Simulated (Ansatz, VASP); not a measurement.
# One calculation of GaSb, two programs

Contents of POSCAR:

```
GaSb
1.0
    3.0590000000      3.0590000000      0.0000000000
   -3.0590000000      3.0590000000      0.0000000000
    0.0000000000      3.0590000000      3.0590000000
Ga Sb
1 1
Direct
    0.0000000000      0.0000000000      0.0000000000
    0.7500000000      0.2500000000      0.5000000000
```

The input INCAR.step1:

```
  PREC = Accurate
  ENCUT = 600
  ISMEAR = -1
  SIGMA = 0.08
  LREAL = F
  LASPH = T
  NELM = 60
  GGA = PE
  ALGO = Normal
  EDIFF = 1E-4
  LWAVE = T
  LCHARG = F
```

The input INCAR.step2:

```
  PREC = Accurate
  ENCUT = 600
  EDIFF = 1E-6
  ISMEAR = -1
  SIGMA = 0.08
  LREAL = F
  LASPH = T
  NELM = 60
  ALGO = Normal
  ISIF = 3
  LWAVE = F
  LCHARG = F
  METAGGA = R2SCAN
  LMIXTAU = T
  IBRION = 2
  NSW = 100
  EDIFFG = -0.002
  ISTART = 1
```

KPOINTS

```
Automatic mesh
0
Gamma
  10 10 10
```

Input for Ansatz:

```yaml
crystal:
  lattice:
    - [3.059, 3.059, 0.0]
    - [-3.059, 3.059, 0.0]
    - [0.0, 3.059, 3.059]
  atoms:
    - { symbol: Ga, position: [0.0, 0.0, 0.0] }
    - { symbol: Sb, position: [0.75, 0.25, 0.5] }
kpoints:
  mp_grid: { grid: [10, 10, 10] }
scf:
  occupations: { method: fermi_dirac, width: 0.08 }
hamiltonian:
  xc: r2scan
  pseudopotentials: { kind: paw }
relax:
  f_tol: 0.002
  max_steps: 80
  cell: {}
output:
  forces: true
  stress: true
  write_density: true
  write_potential: true
  elf: true
  volumetric_format: npy
```

Alike in both runs: task relaxation of cell and atoms; functional r2SCAN; k mesh 10 × 10 × 10; occupations fermi-dirac, width 0.08 eV; no spin polarisation.

|  | VASP | Ansatz |
| --- | --- | --- |
| version | VASP 6.6.1 | Ansatz 0.2.0 |
| potentials or method | VASP PAW PBE potentials, release 64 (Ga_d, Sb) | PAW with Ansatz's default frozen-core files, scalar-relativistic |
| plane-wave cutoff (eV) | 600 | 500 |
| valence electrons in the cell | 18 | 28 |

Ansatz gave:

- relaxed volume (Å³/atom): 28.83
- relaxed cell length with the largest relative difference (Å): 4.336

Question: Estimate VASP's values.

Answer: Relaxed volume (Å³/atom): 28.86; relaxed cell length with the largest relative difference (Å): 4.338.

VASP's potentials were made for PBE, not for r2SCAN. VASP's potentials hold 18 valence electrons a cell and Ansatz's 28, so a difference there can come from the potentials and not from the codes.

Spin-orbit coupling is off throughout.
